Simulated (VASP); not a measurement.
Here is a VASP 6.6.1 calculation.

POSCAR

```
ZnS2
1.0
    0.0000000000      2.9631784516      2.9631784516
    2.9631784516      0.0000000000      2.9631784516
    2.9631784516      2.9631784516      0.0000000000
Zn S
1 2
Direct
    0.0000000000      0.0000000000      0.0000000000
    0.2500000000      0.2500000000      0.2500000000
    0.7500000000      0.7500000000      0.7500000000
```

File INCAR.step1:

```
SYSTEM = ZnS2
ALGO     = Normal         ! electronic algorithm
EDIFF    = 1E-4           ! SCF threshold, eV
ENCUT    = 600            ! plane-wave cutoff, eV
GGA      = PE             ! functional
ISMEAR   = 0              ! smearing method
LASPH    = .TRUE.         ! aspherical terms in the spheres
LCHARG   = .FALSE.        ! write CHGCAR
LREAL    = .FALSE.        ! projectors in reciprocal space
LWAVE    = .TRUE.         ! write WAVECAR
NELM     = 100            ! most SCF steps
PREC     = Accurate       ! precision mode
SIGMA    = 0.1            ! smearing width, eV
```

INCAR.step2

```
SYSTEM = ZnS2
ALGO     = Normal         ! electronic algorithm
EDIFF    = 1E-7           ! SCF threshold, eV
EDIFFG   = -0.01          ! ionic threshold
ENCUT    = 600            ! plane-wave cutoff, eV
IBRION   = 2              ! ionic algorithm
ISIF     = 3              ! what is computed and relaxed
ISMEAR   = 0              ! smearing method
ISTART   = 1            
LASPH    = .TRUE.         ! aspherical terms in the spheres
LCHARG   = .FALSE.        ! write CHGCAR
LMIXTAU  = .TRUE.       
LREAL    = .FALSE.        ! projectors in reciprocal space
LWAVE    = .FALSE.        ! write WAVECAR
METAGGA  = R2SCAN         ! meta-GGA
NELM     = 100            ! most SCF steps
NSW      = 100            ! ionic steps
PREC     = Accurate       ! precision mode
SIGMA    = 0.1            ! smearing width, eV
```

File KPOINTS:

```
k-points
0
G
  14 14 14
  0 0 0
```

Potentials or basis: VASP PAW PBE potentials, release 64 (Zn, S).

Command:

```bash
$ cat potpaw_PBE.64/Zn/POTCAR potpaw_PBE.64/S/POTCAR > POTCAR
$ cp INCAR.step1 INCAR
$ mpirun -np 1 vasp_std > vasp.out
$ cp INCAR.step2 INCAR
$ mpirun -np 1 vasp_std > vasp.out
```

Question: Estimate the relaxed volume.

Answer: 18.14 Å³/atom.

Question: Predict the space group after relaxing (to 0.1 Å).

Answer: Fm-3m (No. 225).

Question: What does it give for the relaxed cell?

Answer: a = 4.253 Å, b = 4.253 Å, c = 4.253 Å, α = 60.00°, β = 60.00°, γ = 60.00°.

Question: What does it give for the band gap on the k mesh?

Answer: Zero (bands 12 and 13 overlap by 2.95 eV).

Final structure:
```
Zn S
1.0
     0.00000    3.00758    3.00758
     3.00758    0.00000    3.00758
     3.00758    3.00758    0.00000
Zn S
1 2
Direct
  0.00000 0.00000 0.00000
  0.25000 0.25000 0.25000
  0.75000 0.75000 0.75000
```

Caveat: the PAW data sets were made with another functional, which shifts forces and pressure a little.
